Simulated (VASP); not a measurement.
# SrC8 (P6/mmm) in VASP: further runs

Runs on SrC8. Level: PBE. Tasks: single point.

Everything below comes from runs of VASP 6.6.1. Logs are shortened: lines on timing, memory, paths and dates and some standing lists are left out, and cuts for length are marked.

### 1 The cell of the first run

Symmetry: P6/mmm, No. 191, hexagonal system. The conventional cell has a = 4.990 Å, b = 4.990 Å, c = 4.933 Å, α = 90.00°, β = 90.00°, γ = 120.00°. Within 3.8 Å of Sr (site symmetry 6/mmm) lie 24 C at 2.86 to 3.79 Å. Within 1.9 Å of C (site symmetry mm2) lie 3 C at 1.44 to 1.45 Å. Within 1.9 Å of C (site symmetry -6m2) lie 3 C at 1.44 Å.

The cell was generated, and may not be a known phase.

### 2 Single point, PBE

INCAR reads:

```
PREC     = Accurate       # precision mode
ENCUT    = 520            # plane-wave cutoff, eV
EDIFF    = 1E-7           # SCF threshold, eV
ISMEAR   = 0              # smearing method
SIGMA    = 0.1            # smearing width, eV
LREAL    = False          # projectors in reciprocal space
LASPH    = True           # aspherical terms in the spheres
NELM     = 60             # most SCF steps
ALGO     = Normal         # electronic algorithm
ISIF     = 2              # what is computed and relaxed
LWAVE    = False          # write WAVECAR
LCHARG   = False          # write CHGCAR
GGA      = PE             # functional
NBANDS   = 31             # bands
```

KPOINTS reads:

```
regular mesh
0
Gamma
  6 6 4
```

POSCAR reads:

```
SrC8
1.0
    4.9902257162      0.0000000000      0.0000000000
   -2.4951128581      4.3216622408      0.0000000000
    0.0000000000      0.0000000000      4.9326104233
Sr C
1 8
Direct
    0.0000000000      0.0000000000      0.5000000000
    0.1672024553      0.3344049107      0.0000000000
    0.8327975447      0.1672024553      0.0000000000
    0.3344049107      0.1672024553      0.0000000000
    0.6655950893      0.8327975447      0.0000000000
    0.1672024553      0.8327975447      0.0000000000
    0.8327975447      0.6655950893      0.0000000000
    0.3333333333      0.6666666667      0.0000000000
    0.6666666667      0.3333333333      0.0000000000
```

Potentials or basis: VASP PAW PBE potentials, release 64 (Sr_sv, C).

Run with:

```console
$ cat potpaw_PBE.64/Sr_sv/POTCAR potpaw_PBE.64/C/POTCAR > POTCAR
$ mpirun -np 1 vasp_std > vasp.out
```

OUTCAR:

```text
PREC = Accurate
   ENCUT = 520
   EDIFF = 1E-7
   ISMEAR = 0
   LREAL = False
   LASPH = True
   NELM = 60
   ISIF = 2
   GGA = PE

 ion  position               nearest neighbor table
   1  0.000  0.000  0.500-   3 2.86   6 2.86   3 2.86   6 2.86   2 2.86   2 2.86   7 2.86   7 2.86
                             4 2.86   5 2.86   4 2.86   5 2.86
   2  0.167  0.334  0.000-   8 1.44   3 1.45   4 1.45   1 2.86   1 2.86
   3  0.833  0.167  0.000-   9 1.44   5 1.45   2 1.45   1 2.86   1 2.86
   4  0.334  0.167  0.000-   9 1.44   6 1.45   2 1.45   1 2.86   1 2.86
   5  0.666  0.833  0.000-   8 1.44   3 1.45   7 1.45   1 2.86   1 2.86
   6  0.167  0.833  0.000-   8 1.44   4 1.45   7 1.45   1 2.86   1 2.86
   7  0.833  0.666  0.000-   9 1.44   6 1.45   5 1.45   1 2.86   1 2.86
   8  0.333  0.667  0.000-   2 1.44   6 1.44   5 1.44
   9  0.667  0.333  0.000-   7 1.44   3 1.44   4 1.44

  LATTYP: Found a hexagonal cell.
 ALAT       =     4.9902257162
 C/A-ratio  =     0.9884543714

  Lattice vectors:

 A1 = (   4.9902257162,   0.0000000000,   0.0000000000)
 A2 = (  -2.4951128581,   4.3216622408,   0.0000000000)
 A3 = (   0.0000000000,   0.0000000000,   4.9326104233)

Analysis of symmetry for initial positions (statically):
=====================================================================
 Subroutine PRICEL returns:
 Original cell was already a primitive cell.

 Routine SETGRP: Setting up the symmetry group for a
 hexagonal supercell.

 Subroutine GETGRP returns: Found 24 space group operations
 (whereof 24 operations were pure point group operations)
 out of a pool of 24 trial point group operations.

The static configuration has the point symmetry D_6h.

Analysis of symmetry for dynamics (positions and initial velocities):
=====================================================================
 Subroutine PRICEL returns:
 Original cell was already a primitive cell.

 Routine SETGRP: Setting up the symmetry group for a
 hexagonal supercell.

 Subroutine GETGRP returns: Found 24 space group operations
 (whereof 24 operations were pure point group operations)
 out of a pool of 24 trial point group operations.

The dynamic configuration has the point symmetry D_6h.

 Subroutine INISYM returns: Found 24 space group operations
 (whereof 24 operations are pure point group operations),
[... 109 lines left out ...]
   NSW    =      0    number of steps for IOM
   IBRION =     -1    ionic relax: 0-MD 1-quasi-New 2-CG
   NFREE  =      0    steps in history (QN), initial steepest desc. (CG)
   ISIF   =      2    stress and relaxation
   ISYM   =      2    0-nonsym 1-usesym 2-fastsym
   POTIM  = 0.5000    time-step for ionic-motion
   TEBEG  =    0.0;   TEEND  =   0.0 temperature during run
   PSTRESS=    0.0 pullay stress
   NELECT =      42.0000    total number of electrons
   NUPDOWN=      -1.0000    fix difference up-down
   EMIN   =  10.00;   EMAX   =-10.00  energy-range for DOS
   EFERMI =   0.00;   METHOD = LEGACY
   ISMEAR =     0;   SIGMA  =   0.10  broadening in eV -4-tet -1-fermi 0-gaus
   EFERMI_NEDOS =   21; number of points for ismear=-14 and -15
   IALGO  =     38    algorithm
   IMIX   =      4    mixing-type and parameters
     AMIX     =   0.40;   BMIX     =  1.00
     AMIX_MAG =   1.60;   BMIX_MAG =  1.00
  volume/ion in A,a.u.               =      11.82        79.76
  Fermi-wavevector in a.u.,A,eV,Ry     =   1.200997  2.269556 19.624965  1.442394
  Thomas-Fermi vector in A             =   2.336818
   LORBIT       =      0    0 simple, 1 ext, 2 COOP (PROOUT), +10 PAW based schemes
   GGA     = PE    functional components
   LHFCALC =     F    Hartree Fock is set to
   AEXX    =    0.0000 exact exchange contribution
   IVDW    =     0    specifies the selected vdW correction
   LEPSILON=     F    determine dielectric tensor
   LRPA    =     F    only Hartree local field effects (RPA)
 non-spin polarized calculation
 Gauss-broadening in eV      SIGMA  =   0.10
  energy-cutoff  :      520.00
  volume of cell :      106.38
 maximum number of plane-waves:      2910
 NGX is ok and might be reduce to    40
   NGX = 19   NGY = 19   NGZ = 19

 number of electron      42.0000002 magnetization

 Free energy of the ion-electron system (eV)
  ---------------------------------------------------
  ext. energy  EPLUGINS =         0.00000000
  ---------------------------------------------------
  free energy    TOTEN  =       -75.73371572 eV

  energy without entropy =      -75.72757157  energy(sigma->0) =      -75.73064364

 E-fermi :   5.4089     XC(G=0):  -9.5985

 val. band max:        5.3807327813   @ k =   0.0000   0.0000   0.0000
 cond. band min:       5.4178462227   @ k =   0.3333   0.0000   0.0000
 fundamental gap:      0.0371134413
 Fermi energy:         5.4088822669

 k-point     1 :       0.0000    0.0000    0.0000
  band No.  band energies     occupation
      1     -31.3110      2.00000
      2     -15.1467      2.00000
      3     -13.4652      2.00000
      4     -13.4394      2.00000
      5     -13.4394      2.00000
      6      -9.9474      2.00000
[... 703 lines left out ...]
     30      11.7781      0.00000
     31      11.7781      0.00000

------------------------ aborting loop because EDIFF is reached ----------------------------------------

  FORCE on cell =-STRESS in cart. coord.  units (eV):
  Direction    XX          YY          ZZ          XY          YZ          ZX
  --------------------------------------------------------------------------------------
  -------------------------------------------------------------------------------------
  Total        0.5468033      0.5468033     -0.0106105      0.0000000     -0.0000000      0.0000000
  in kB        8.2355744      8.2355744     -0.1598082      0.0000000     -0.0000000      0.0000000
  external PRESSURE =       5.4371135 kB  Pullay stress =       0.0000000 kB

 VOLUME and BASIS-vectors are now :
 -----------------------------------------------------------------------------
  energy-cutoff  :      520.00
  volume of cell :      106.38
      direct lattice vectors                 reciprocal lattice vectors
     4.990225716  0.000000000  0.000000000     0.200391737  0.115696223  0.000000000
    -2.495112858  4.321662241  0.000000000     0.000000000  0.231392447  0.000000000
     0.000000000  0.000000000  4.932610423     0.000000000  0.000000000  0.202732410

 POSITION                                       TOTAL-FORCE (eV/Angst)
 -----------------------------------------------------------------------------------
      0.00000      0.00000      2.46631         0.000000     -0.000000      0.000000
     -0.00000      1.44519      0.00000         0.000000      0.007494      0.000000
      3.73866      0.72259      0.00000        -0.006490      0.003747     -0.000000
      1.25157      0.72259      0.00000         0.006490      0.003747      0.000000
      1.24355      3.59907      0.00000        -0.006490     -0.003747     -0.000000
     -1.24355      3.59907      0.00000         0.006490     -0.003747     -0.000000
      2.49511      2.87648      0.00000        -0.000000     -0.007494      0.000000
     -0.00000      2.88111      0.00000         0.000000     -0.000000      0.000000
      2.49511      1.44055      0.00000        -0.000000      0.000000      0.000000
 -----------------------------------------------------------------------------------
    total drift:                                0.000000     -0.000000      0.000000

  FREE ENERGIE OF THE ION-ELECTRON SYSTEM (eV)
  ---------------------------------------------------
  free  energy   TOTEN  =       -75.7337157160 eV

  energy  without entropy=      -75.7275715725  energy(sigma->0) =      -75.73064364
```

OSZICAR:

```text
N       E                     dE             d eps       ncg     rms          rms(c)
DAV:   1     0.189124032894E+03    0.18912E+03   -0.21284E+04  1302   0.125E+03
DAV:   2    -0.666049896238E+02   -0.25573E+03   -0.24866E+03  1707   0.272E+02
DAV:   3    -0.819256432118E+02   -0.15321E+02   -0.15213E+02  1885   0.624E+01
DAV:   4    -0.823320591421E+02   -0.40642E+00   -0.40561E+00  2044   0.922E+00
DAV:   5    -0.823449407766E+02   -0.12882E-01   -0.12880E-01  1770   0.111E+00    0.159E+01
DAV:   6    -0.768410669086E+02    0.55039E+01   -0.68648E+00  1648   0.117E+01    0.110E+01
DAV:   7    -0.757818317364E+02    0.10592E+01   -0.76915E+00  1710   0.109E+01    0.516E+00
DAV:   8    -0.757575249029E+02    0.24307E-01   -0.11039E+00  1605   0.440E+00    0.178E+00
DAV:   9    -0.757332700530E+02    0.24255E-01   -0.10589E-01  1539   0.143E+00    0.450E-01
DAV:  10    -0.757334932995E+02   -0.22325E-03   -0.10982E-02  1839   0.457E-01    0.199E-01
DAV:  11    -0.757336734040E+02   -0.18010E-03   -0.10076E-03  1603   0.143E-01    0.679E-02
DAV:  12    -0.757336963025E+02   -0.22899E-04   -0.86702E-05  1664   0.433E-02    0.360E-02
DAV:  13    -0.757337155676E+02   -0.19265E-04   -0.41295E-05  1657   0.323E-02    0.601E-03
DAV:  14    -0.757337160546E+02   -0.48698E-06   -0.27162E-06  1886   0.676E-03    0.589E-03
DAV:  15    -0.757337157609E+02    0.29367E-06   -0.71569E-07  1647   0.499E-03    0.234E-03
DAV:  16    -0.757337157160E+02    0.44928E-07   -0.33015E-07  1565   0.246E-03
   1 F= -.75733716E+02 E0= -.75730644E+02  d E =-.614414E-02
```

It took 2.8 min on 1 thread of Oxide Virtual Turin-like, shared host; peak memory 0.23 GiB.

Results:

- Free energy: -75.7337 eV
- Pressure: 0.5 GPa
- Largest force: 0.007 eV/Å
- Band gap on the k mesh: zero (bands 21 and 22 overlap by 1.61 eV)

Forces on the atoms (eV/Å):
```
Sr   0.000  0.000  0.000
C    0.000  0.007  0.000
C   -0.006  0.004  0.000
C    0.006  0.004  0.000
C   -0.006 -0.004  0.000
C    0.006 -0.004  0.000
C    0.000 -0.007  0.000
C    0.000  0.000  0.000
C    0.000  0.000  0.000
```

### 3 Single point, PBE

This run uses another cell than the first one, of 11.74 Å³/atom.

INCAR reads:

```
SYSTEM = SrC8
ALGO = Fast
EDIFF = 1E-7
ENCUT = 520
GGA = PE
ISIF = 2
ISMEAR = 0
LASPH = .True.
LCHARG = .True.
LELF = .True.
LREAL = .False.
LVHAR = .True.
LWAVE = .False.
NBANDS = 31
NELM = 100
PREC = Accurate
SIGMA = 0.2
```

KPOINTS reads:

```
k-points
0
Gamma
  4 6 6
  0 0 0
```

POSCAR reads:

```
SrC8
1.0
    0.0000000000      0.0000000000      4.8854999140
    4.9968105566      0.0000000000      0.0000000000
   -2.4984052783      4.3273648799      0.0000000000
Sr C
1 8
Direct
    0.5000000000      0.0000000000      0.0000000000
    0.0000000000      0.1671805655      0.3343611310
    1.0000000000      0.8328194345      0.1671805655
    0.0000000000      0.3343611310      0.1671805655
    0.0000000000      0.6656388690      0.8328194345
    0.0000000000      0.1671805655      0.8328194345
    0.0000000000      0.8328194345      0.6656388690
    1.0000000000      0.3333333333      0.6666666667
    0.0000000000      0.6666666667      0.3333333333
```

Potentials or basis: VASP PAW PBE potentials, release 64 (Sr_sv, C).

Run with:

```console
$ cat potpaw_PBE.64/Sr_sv/POTCAR potpaw_PBE.64/C/POTCAR > POTCAR
$ mpirun -np 1 vasp_std > vasp.out
```

It took 3 min on 1 thread of Oxide Virtual Turin-like, shared host; peak memory 0.22 GiB.

Results (log left out):

```yaml
Free_energy: -75.7415 eV
Pressure: 0.3 GPa
Largest_force: 0.041 eV/Å
Band_gap_on_the_k_mesh: zero (bands 21 and 22 overlap by 1.61 eV)
```

Forces in eV/Å, atoms in the order of the input:
```
Sr   0.000  0.000  0.000
C    0.000  0.041  0.000
C   -0.036  0.021  0.000
C    0.036  0.021  0.000
C   -0.036 -0.021  0.000
C    0.036 -0.021  0.000
C    0.000 -0.041  0.000
C    0.000  0.000  0.000
C    0.000  0.000  0.000
```

Stress tensor (GPa, compression positive):
```
0.16 0.00 0.00
0.00 0.16 0.00
0.00 0.00 0.65
```

Levels at points of the mesh, in eV from the Fermi level:
```csv
k point,band 18,band 19,band 20,band 21,band 22,band 23,band 24,band 25
"(0.00, 0.00, 0.00)",-4.17,-4.17,-3.54,-0.93,-0.01,-0.01,0.54,2.39
"(0.50, 0.00, 0.00)",-3.92,-3.92,-3.71,-1.08,-0.92,-0.92,1.39,3.86
"(0.00, 0.50, 0.00)",-6.11,-4.88,-3.95,0.66,0.69,1.07,1.55,3.49
"(0.50, 0.50, 0.00)",-6.11,-4.45,-4.30,0.40,1.17,1.88,3.05,3.25
```

### 4 Single point, PBE

This run uses another cell than the first one, of 12.23 Å³/atom.

INCAR reads:

```
SYSTEM = SrC8
ALGO     = Normal         ! electronic algorithm
EDIFF    = 1E-6           ! SCF threshold, eV
ENCUT    = 520            ! plane-wave cutoff, eV
GGA      = PE             ! functional
ISIF     = 2              ! what is computed and relaxed
ISMEAR   = 0              ! smearing method
LASPH    = .TRUE.         ! aspherical terms in the spheres
LCHARG   = .FALSE.        ! write CHGCAR
LREAL    = .FALSE.        ! projectors in reciprocal space
LWAVE    = .FALSE.        ! write WAVECAR
NBANDS   = 31             ! bands
NELM     = 80             ! most SCF steps
PREC     = Accurate       ! precision mode
SIGMA    = 0.1            ! smearing width, eV
```

KPOINTS reads:

```
k-points
0
G
  6 6 4
  0 0 0
```

POSCAR reads:

```
SrC8
1.0
    4.7057474600      0.0000000000      0.0000000000
   -2.3528737300      4.0752968400      0.0000000000
    0.0000000000      0.0000000000      5.7389392700
Sr C
1 8
Direct
    0.0000000000      0.0000000000      0.5000000000
    0.1664700200      0.3329400400      0.0000000000
    0.8335299800      0.1664700200      0.0000000000
    0.3329400400      0.1664700200      0.0000000000
    0.6670599600      0.8335299800      0.0000000000
    0.1664700200      0.8335299800      0.0000000000
    0.8335299800      0.6670599600      0.0000000000
    0.3333333300      0.6666666700      0.0000000000
    0.6666666700      0.3333333300      0.0000000000
```

Run with:

```console
$ cat potpaw_PBE.64/Sr_sv/POTCAR potpaw_PBE.64/C/POTCAR > POTCAR
$ mpirun -np 1 vasp_std > vasp.out
```

Run time: 1.8 min. Hardware: 1 thread of Oxide Virtual Turin-like, shared host; peak memory 0.22 GiB.

It converged, with:

```
Free energy            : -73.6117 eV
Pressure               : 30.5 GPa
Largest force          : 0.281 eV/Å
Band gap on the k mesh : zero (bands 21 and 22 overlap by 0.86 eV)
```

Forces on the atoms (eV/Å):
```
Sr   0.000  0.000  0.000
C    0.000  0.281  0.000
C   -0.244  0.141  0.000
C    0.244  0.141  0.000
C   -0.244 -0.141  0.000
C    0.244 -0.141  0.000
C    0.000 -0.281  0.000
C    0.000  0.000  0.000
C    0.000  0.000  0.000
```

Stress tensor (GPa, compression positive):
```
46.95  0.00  0.00
 0.00 46.95  0.00
 0.00  0.00 -2.33
```

Levels at points of the mesh, in eV from the Fermi level:
| k point | band 17 | band 18 | band 19 | band 20 | band 21 | band 22 | band 23 | band 24 | band 25 | band 26 |
| --- | --- | --- | --- | --- | --- | --- | --- | --- | --- | --- |
| (0.00, 0.00, 0.00) | -4.34 | -3.99 | -3.99 | -3.72 | -1.99 | 0.31 | 0.31 | 0.33 | 2.01 | 2.01 |
| (0.50, 0.00, 0.00) | -6.34 | -6.28 | -4.80 | -4.34 | -0.08 | 0.69 | 1.48 | 1.83 | 2.77 | 3.56 |
| (0.00, 0.00, 0.50) | -4.12 | -3.99 | -3.99 | -3.76 | -1.36 | -0.18 | -0.18 | 0.09 | 2.77 | 3.00 |
| (0.50, 0.00, 0.50) | -6.34 | -6.28 | -4.60 | -4.52 | 0.67 | 1.52 | 1.55 | 1.67 | 2.00 | 2.76 |

Caveat: the stress differs along the axes, from -2 to 47 GPa.

### 5 Summary

| cell | k mesh | smearing | gap on the mesh (eV) | pressure (GPa) | largest force (eV/Å) |
| --- | --- | --- | --- | --- | --- |
| a = 4.990, b = 4.990, c = 4.933 Å, angles 90.0, 90.0, 120.0°, 9 atoms, atomic positions A | 6 × 6 × 4 | gaussian 0.1 eV | none | 0.5 | 0.01 |
| a = 4.885, b = 4.997, c = 4.997 Å, angles 120.0, 90.0, 90.0°, 9 atoms, atomic positions B | 4 × 6 × 6 | gaussian 0.2 eV | none | 0.3 | 0.04 |
| a = 4.706, b = 4.706, c = 5.739 Å, angles 90.0, 90.0, 120.0°, 9 atoms, atomic positions C | 6 × 6 × 4 | gaussian 0.1 eV | none | 30.5 | 0.28 |

Alike in all rows: task single point; level PBE; potentials or basis VASP PAW PBE potentials, release 64 (Sr_sv, C); no spin polarisation; cutoff (eV) 520.

Caveats: the stress differs along the axes, from -2 to 47 GPa (at least some runs).

Absolute energies hang on the potentials; compare differences alone.

The gap in the log of VASP goes by the Fermi energy; the results here count the filled bands.